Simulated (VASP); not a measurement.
# CaSe (I4mm) in VASP: further runs, part 2 of 2

VASP 6.6.1. The steps go on from the part before.

## Step 3: Single point, PBE

Input file INCAR:

```
PREC = Accurate
ENCUT = 520
EDIFF = 1E-6
ISMEAR = 0
SIGMA = 0.05
LREAL = False
LASPH = True
NELM = 100
ALGO = Normal
ISIF = 2
LWAVE = False
LCHARG = False
GGA = PE
NBANDS = 15
```

Input file KPOINTS:

```
regular mesh
0
Gamma
  8 8 8
```

Input file POSCAR:

```
CaSe
1.0
    0.0000000000      2.9560000000      2.9560000000
    2.9560000000      0.0000000000      2.9560000000
    2.9560000000      2.9560000000      0.0000000000
Ca Se
1 1
Direct
   -0.0211434371     -0.0211434371      0.0211434371
    0.5000000000      0.5000000000      0.5000000000
```

Potentials or basis: VASP PAW PBE potentials, release 64 (Ca_sv, Se).

The run is started by

```console
$ cat potpaw_PBE.64/Ca_sv/POTCAR potpaw_PBE.64/Se/POTCAR > POTCAR
$ mpirun -np 1 vasp_std > vasp.out
```

It took 29 s on 1 thread of Intel Xeon Platinum 8488C (Sapphire Rapids), shared host; peak memory 0.2 GiB.

The run converged. Its results:

```
Free energy            : -9.4547 eV
Pressure               : 1.6 GPa
Largest force          : 0.415 eV/Å
Band gap on the k mesh : 2.05 eV, indirect (least direct gap 2.96 eV)
```

Forces in eV/Å, atoms in the order of the input:
```
Ca   0.000  0.000  0.415
Se   0.000  0.000 -0.415
```

Stress tensor (GPa, compression positive):
```
1.28 0.00 0.00
0.00 1.28 0.00
0.00 0.00 2.34
```

Levels at points of the mesh, in eV from the valence-band top:
```
           k point  band 5  band 6  band 7  band 8  band 9  band 10  band 11  band 12
(0.00, 0.00, 0.00)  -11.78   -0.01    0.00    0.00    3.37     3.75     3.78     3.78
(0.50, 0.00, 0.00)  -11.08   -3.26   -1.17   -1.17    4.51     5.49     5.54     5.55
(0.50, 0.50, 0.00)  -11.20   -2.49   -0.91   -0.91    2.05     5.08     5.09     6.00
(0.00, 0.50, 0.50)  -11.20   -2.50   -0.95   -0.91    2.10     5.07     5.10     6.07
```

Caveat: the cell differs from its parent crystal (all Ca atoms moved +0.125 Å, as atom 1 towards its neighbour atom 2 (Se) at 2.956 Å). A k mesh can miss the band edges.

## Step 4: Single point, PBE

Input file INCAR:

```
SYSTEM = CaSe
ALGO = Normal
EDIFF = 1E-6
ENCUT = 520
GGA = PE
ISIF = 2
ISMEAR = 0
LASPH = .TRUE.
LCHARG = .FALSE.
LREAL = .FALSE.
LWAVE = .FALSE.
NBANDS = 15
NELM = 60
PREC = Accurate
SIGMA = 0.05
```

Input file KPOINTS:

```
k-points
0
G
  8 8 8
  0 0 0
```

Edit POSCAR of step 3 so:

```diff
@@ -8,3 +8,3 @@
 Direct
-   -0.0211434371     -0.0211434371      0.0211434371
+   -0.0740020298     -0.0740020298      0.0740020298
     0.5000000000      0.5000000000      0.5000000000
```

The run is started by

```console
$ cat potpaw_PBE.64/Ca_sv/POTCAR potpaw_PBE.64/Se/POTCAR > POTCAR
$ mpirun -np 1 vasp_std > vasp.out
```

Run time: 25 s. Hardware: 1 thread of Intel Xeon Platinum 8488C (Sapphire Rapids), shared host; peak memory 0.2 GiB.

The run converged. Its results:

```
Free energy            : -9.0777 eV
Pressure               : 5.3 GPa
Largest force          : 2.316 eV/Å
Band gap on the k mesh : 2.37 eV, indirect (least direct gap 3.02 eV)
```

Forces in eV/Å, atoms in the order of the input:
```
Ca   0.000  0.000  2.316
Se   0.000  0.000 -2.316
```

Stress tensor (GPa, compression positive):
```
 0.57  0.00  0.00
 0.00  0.57  0.00
 0.00  0.00 14.81
```

Levels at points of the mesh, in eV from the valence-band top:
```tsv
k point	band 5	band 6	band 7	band 8	band 9	band 10	band 11	band 12
(0.00, 0.00, 0.00)	-11.51	-0.06	0.00	0.00	3.58	4.16	4.50	4.50
(0.50, 0.00, 0.00)	-10.83	-2.95	-0.87	-0.83	4.48	5.55	5.80	5.99
(0.50, 0.50, 0.00)	-10.91	-2.07	-0.64	-0.64	2.37	5.09	5.55	6.00
(0.00, 0.50, 0.50)	-10.92	-2.23	-1.02	-0.65	2.92	5.16	5.60	6.32
```

Caveat: the cell differs from its parent crystal (all Ca atoms moved +0.438 Å, as atom 1 towards its neighbour atom 2 (Se) at 2.956 Å); forces of over 1 eV/Å act on the atoms, so gaps and moduli don't describe the material at rest. A k mesh can miss the band edges.

## Step 5: Single point, PBE

Input file INCAR:

```
ALGO = Normal
EDIFF = 1E-6
ENCUT = 520
GGA = PE
ISIF = 2
ISMEAR = 0
LASPH = True
LCHARG = False
LREAL = False
LWAVE = False
NBANDS = 15
NELM = 100
PREC = Accurate
SIGMA = 0.05
```

Input file KPOINTS:

```
k-points
0
Gamma
  8 8 8
```

Edit POSCAR of step 4 so:

```diff
@@ -8,3 +8,3 @@
 Direct
-   -0.0740020298     -0.0740020298      0.0740020298
+   -0.0528585927     -0.0528585927      0.0528585927
     0.5000000000      0.5000000000      0.5000000000
```

The run is started by

```console
$ cat potpaw_PBE.64/Ca_sv/POTCAR potpaw_PBE.64/Se/POTCAR > POTCAR
$ mpirun -np 1 vasp_std > vasp.out
```

Wall time 26 s (1 thread of Intel Xeon Platinum 8488C (Sapphire Rapids), shared host); peak memory 0.2 GiB.

The run converged. Its results:

- Free energy: -9.3003 eV
- Pressure: 3.2 GPa
- Largest force: 1.317 eV/Å
- Band gap on the k mesh: 2.21 eV, indirect (least direct gap 2.99 eV)

Forces on the atoms (eV/Å):
```
Ca   0.000  0.000  1.317
Se   0.000  0.000 -1.317
```

Stress tensor (GPa, compression positive):
```
0.93 0.00 0.00
0.00 0.93 0.00
0.00 0.00 7.87
```

Levels at points of the mesh, in eV from the valence-band top:
```tsv
k point	band 6	band 7	band 8	band 9	band 10	band 11
(0.00, 0.00, 0.00)	-0.05	0.00	0.00	3.47	3.95	4.13
(0.50, 0.00, 0.00)	-3.11	-1.02	-1.01	4.49	5.51	5.67
(0.50, 0.50, 0.00)	-2.29	-0.78	-0.78	2.21	5.14	5.31
(0.00, 0.50, 0.50)	-2.37	-0.99	-0.79	2.50	5.12	5.34
```

Caveat: the cell differs from its parent crystal (all Ca atoms moved +0.312 Å, as atom 1 towards its neighbour atom 2 (Se) at 2.956 Å); forces of over 1 eV/Å act on the atoms, so gaps and moduli don't describe the material at rest. A k mesh can miss the band edges.

## Step 6: Single point, PBE

Input file INCAR:

```
SYSTEM = CaSe
PREC = Accurate
ENCUT = 520
EDIFF = 1E-6
ISMEAR = 0
SIGMA = 0.05
LREAL = .FALSE.
LASPH = .TRUE.
NELM = 80
ALGO = Normal
ISIF = 2
LWAVE = .FALSE.
LCHARG = .FALSE.
GGA = PE
NBANDS = 15
```

Input file KPOINTS:

```
Automatic mesh
0
G
  8 8 8
  0 0 0
```

Edit POSCAR of step 5 so:

```diff
@@ -8,3 +8,3 @@
 Direct
-   -0.0528585927     -0.0528585927      0.0528585927
+   -0.0317151556     -0.0317151556      0.0317151556
     0.5000000000      0.5000000000      0.5000000000
```

Potentials or basis: VASP PAW PBE potentials, release 64 (Ca_sv, Se).

The run is started by

```console
$ cat potpaw_PBE.64/Ca_sv/POTCAR potpaw_PBE.64/Se/POTCAR > POTCAR
$ mpirun -np 1 vasp_std > vasp.out
```

OUTCAR:

```text
SYSTEM = CaSe
   PREC = Accurate
   ENCUT = 520
   EDIFF = 1E-6
   ISMEAR = 0
   LREAL = .FALSE.
   LASPH = .TRUE.
   NELM = 80
   ISIF = 2
   GGA = PE

 ion  position               nearest neighbor table
   1  0.968  0.968  0.032-   2 2.77   2 2.96   2 2.96   2 2.96   2 2.96
   2  0.500  0.500  0.500-   1 2.77   1 2.96   1 2.96   1 2.96   1 2.96

  LATTYP: Found a face centered cubic cell.
 ALAT       =     5.9120000000

  Lattice vectors:

 A1 = (   0.0000000000,   2.9560000000,   2.9560000000)
 A2 = (   2.9560000000,   0.0000000000,   2.9560000000)
 A3 = (   2.9560000000,   2.9560000000,   0.0000000000)

Analysis of symmetry for initial positions (statically):
=====================================================================
 Subroutine PRICEL returns:
 Original cell was already a primitive cell.

 Routine SETGRP: Setting up the symmetry group for a
 face centered cubic supercell.

 Subroutine GETGRP returns: Found  8 space group operations
 (whereof  8 operations were pure point group operations)
 out of a pool of 48 trial point group operations.

The static configuration has the point symmetry C_4v.

[... 175 lines left out ...]
      7       2.3955      2.00000
      8       2.3955      2.00000
      9       5.7932      0.00000
     10       6.1902      0.00000
     11       6.2575      0.00000
     12       6.2575      0.00000
     13       6.7565      0.00000
     14       6.9109      0.00000
[... 401 lines left out ...]
      2     -18.3539      2.00000
      3     -18.2972      2.00000
      4     -18.2805      2.00000
      5      -8.7139      2.00000
      6      -0.1845      2.00000
      7       0.8603      2.00000
      8       1.3828      2.00000
      9       5.8584      0.00000
     10       7.9523      0.00000
     11       8.1509      0.00000
     12       8.3809      0.00000
     13       8.4108      0.00000
     14       9.3462      0.00000
     15      10.9829      0.00000

 [... further k-points ...]

------------------------ aborting loop because EDIFF is reached ----------------------------------------

  FORCE on cell =-STRESS in cart. coord.  units (eV):
  Direction    XX          YY          ZZ          XY          YZ          ZX
  --------------------------------------------------------------------------------------
  -------------------------------------------------------------------------------------
  Total        0.3827951      0.3827951      1.1638800      0.0000000     -0.0000000      0.0000000
  in kB       11.8722675     11.8722675     36.0973652      0.0000000     -0.0000000      0.0000000
  external PRESSURE =      19.9473000 kB  Pullay stress =       0.0000000 kB

 VOLUME and BASIS-vectors are now :
 -----------------------------------------------------------------------------
  energy-cutoff  :      520.00
  volume of cell :       51.66
      direct lattice vectors                 reciprocal lattice vectors
     0.000000000  2.956000000  2.956000000    -0.169147497  0.169147497  0.169147497
     2.956000000  0.000000000  2.956000000     0.169147497 -0.169147497  0.169147497
     2.956000000  2.956000000  0.000000000     0.169147497  0.169147497 -0.169147497

 POSITION                                       TOTAL-FORCE (eV/Angst)
 -----------------------------------------------------------------------------------
      2.95600      2.95600      5.72450         0.000000      0.000000      0.661794
      2.95600      2.95600      2.95600         0.000000      0.000000     -0.661794
 -----------------------------------------------------------------------------------
    total drift:                               -0.000000     -0.000000     -0.000015

  FREE ENERGIE OF THE ION-ELECTRON SYSTEM (eV)
  ---------------------------------------------------
  free  energy   TOTEN  =        -9.4212650658 eV

  energy  without entropy=       -9.4212650658  energy(sigma->0) =       -9.42126507
```

stdout:

```text
POSCAR found type information on POSCAR CaSe
 POSCAR found :  2 types and       2 ions
 scaLAPACK will be used
 LDA part: xc-table for (Slater+PW92), standard interpolation
 POSCAR, INCAR and KPOINTS ok, starting setup
 FFT: planning ... GRIDC
 FFT: planning ... GRID_SOFT
 FFT: planning ... GRID
 WAVECAR not read
 entering main loop
```

Wall time 26 s (1 thread of Intel Xeon Platinum 8488C (Sapphire Rapids), shared host); peak memory 0.2 GiB.

What came out:

* Free energy: -9.4213 eV
* Pressure: 2.0 GPa
* Largest force: 0.662 eV/Å
* Band gap on the k mesh: 2.09 eV, indirect (least direct gap 2.97 eV)

Forces on the atoms (eV/Å):
```
Ca   0.000  0.000  0.662
Se   0.000  0.000 -0.662
```

Stress tensor (GPa, compression positive):
```
1.19 0.00 0.00
0.00 1.19 0.00
0.00 0.00 3.61
```

Levels at points of the mesh, in eV from the valence-band top:
```csv
k point,band 5,band 6,band 7,band 8,band 9,band 10,band 11,band 12
"(0.00, 0.00, 0.00)",-11.75,-0.03,0.00,0.00,3.40,3.79,3.86,3.86
"(0.50, 0.00, 0.00)",-11.05,-3.22,-1.13,-1.13,4.50,5.49,5.57,5.60
"(0.50, 0.50, 0.00)",-11.16,-2.44,-0.88,-0.88,2.09,5.11,5.14,5.97
"(0.00, 0.50, 0.50)",-11.17,-2.47,-0.96,-0.88,2.20,5.08,5.16,6.11
```

Caveat: the cell differs from its parent crystal (all Ca atoms moved +0.188 Å, as atom 1 towards its neighbour atom 2 (Se) at 2.956 Å).
